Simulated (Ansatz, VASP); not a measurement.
## Ag in VASP and in Ansatz

INCAR

```
ALGO = Normal
DIPOL = 0.5 0.5 0.500
EDIFF = 1E-6
ENCUT = 520
GGA = CA
IDIPOL = 3
ISIF = 2
ISMEAR = -1
LASPH = True
LCHARG = False
LDIPOL = True
LREAL = False
LWAVE = False
NBANDS = 18
NELM = 100
PREC = Accurate
SIGMA = 0.1
```

File KPOINTS:

```
k-points
0
Gamma
  12 8 1
```

POSCAR

```
Ag
1.0
    2.8289222033      0.0000000000      0.0000000000
    0.0000000000      4.0007001469      0.0000000000
    0.0000000000      0.0000000000     17.4145000000
Ag
2
Direct
    0.2500000000      0.2500000000      0.4593884090
    0.7500000000      0.7500000000      0.5406115910
```

Input for Ansatz:

```yaml
crystal:
  lattice:
    - [2.8289222033, 0.0, 0.0]
    - [0.0, 4.0007001469, 0.0]
    - [0.0, 0.0, 17.4145]
  atoms:
    - { symbol: Ag, position: [0.25, 0.25, 0.459388409] }
    - { symbol: Ag, position: [0.75, 0.75, 0.540611591] }
kpoints:
  mp_grid: { grid: [12, 8, 1] }
scf:
  occupations: { method: fermi_dirac, width: 0.1 }
hamiltonian:
  xc: lda
  pseudopotentials: { kind: all_electron, lapw: { basis_error: 0.001 } }
output:
  forces: true
  stress: true
  eigenvalues: true
  populations: true
  dos: { projected: true, de: 0.2, e_range: [-14, 8] }
efield:
  axis: 3
  amplitude: 0
  dipole_correction: true
```

Alike in both runs: task single point; functional LDA; k mesh 12 × 8 × 1; occupations fermi-dirac, width 0.1 eV; no spin polarisation.

|  | VASP | Ansatz |
| --- | --- | --- |
| version | VASP 6.6.1 | Ansatz 0.2.0 |
| potentials or method | VASP PAW LDA potentials, release 64 (Ag), cutoff 520 eV | all-electron LAPW, scalar-relativistic |

Ansatz gave:

- rms of the force components (eV/Å): 0.510

Q: Which values does VASP return?

A: rms of the force components (eV/Å): 0.502.

LDA's correlation is that of Perdew and Zunger in VASP and of Perdew and Wang (1992) in Ansatz. Atom by atom the forces differ by 0.008 eV/Å (rms over components). Ansatz ran all-electron here, and VASP with PAW potentials.
